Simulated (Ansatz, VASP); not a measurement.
Fe in VASP and in Ansatz

The input POSCAR:

```
Fe
1.0
    0.0000000000      1.8747290589      1.8972881738
    1.4467276334      0.0000000000      1.8972881738
    1.4467276334      1.8747290589      0.0000000000
Fe
1
Direct
    0.0000000000      0.0000000000      0.0000000000
```

File INCAR.step1:

```
SYSTEM = Fe
  PREC = Accurate
  ENCUT = 520
  ISMEAR = -1
  SIGMA = 0.1
  LREAL = .False.
  LASPH = .True.
  NELM = 150
  ISPIN = 2
  MAGMOM = 3
  LMAXMIX = 4
  NBANDS = 14
  GGA = PE
  ALGO = Normal
  EDIFF = 1E-4
  LWAVE = .True.
  LCHARG = .False.
```

File INCAR.step2:

```
SYSTEM = Fe
  PREC = Accurate
  ENCUT = 520
  EDIFF = 1E-7
  ISMEAR = -1
  SIGMA = 0.1
  LREAL = .False.
  LASPH = .True.
  NELM = 150
  ALGO = Normal
  ISIF = 2
  LWAVE = .False.
  LCHARG = .False.
  ISPIN = 2
  MAGMOM = 3
  LORBIT = 11
  LMAXMIX = 4
  METAGGA = R2SCAN
  LMIXTAU = .True.
  NBANDS = 14
  ISTART = 1
```

The input KPOINTS:

```
regular mesh
0
Gamma
  14 14 14
  0 0 0
```

Input for Ansatz:

```yaml
crystal:
  lattice:
    - [0.0, 1.8747290589, 1.8972881738]
    - [1.4467276334, 0.0, 1.8972881738]
    - [1.4467276334, 1.8747290589, 0.0]
  atoms:
    - { symbol: Fe, position: [0.0, 0.0, 0.0], spin: 3.0 }
magnetization:
  spin_polarized: true
kpoints:
  mp_grid: { grid: [14, 14, 14] }
scf:
  occupations: { method: fermi_dirac, width: 0.1 }
  lower_state_search: "off"
hamiltonian:
  xc: r2scan
  pseudopotentials: { kind: paw }
output:
  forces: true
  stress: true
  eigenvalues: true
  populations: true
  write_density: true
  write_potential: true
  elf: true
  volumetric_format: npy
```

Change from the starting cell: volume scaled by 0.9, PAW files.

Alike in both runs: task single point; functional r2SCAN; k mesh 14 × 14 × 14; occupations fermi-dirac, width 0.1 eV; collinear spin.

```csv
,VASP,Ansatz
version,VASP 6.6.1,Ansatz 0.2.0
potentials or method,"VASP PAW PBE potentials, release 64 (Fe)","PAW with Ansatz's default frozen-core files, scalar-relativistic"
plane-wave cutoff (eV),520,500
valence electrons in the cell,8,16
```

|  | VASP | Ansatz | Ansatz less VASP |
| --- | --- | --- | --- |
| pressure (GPa) | 29.6 | 28.9 | -0.76 |
| traceless stress, the component that is largest in VASP (GPa) | -6.27 | -6.44 | -0.173 |
| net moment per atom (μB) | 2.41 | 2.39 | -0.027 |
| size of the moment on the site where the two differ most (μB) | 2.43 | 2.49 | +0.064 |

VASP's potentials were made for PBE, not for r2SCAN. Site moments also hang on the region over which each program counts them. Both programs put the cell under a high pressure, so it lies far from rest at this level. With one functional, cell and mesh, what is left measures potentials, basis and numerics. VASP's potentials hold 8 valence electrons a cell and Ansatz's 16, so a difference there can come from the potentials and not from the codes. Ansatz's warnings: stability check not made.
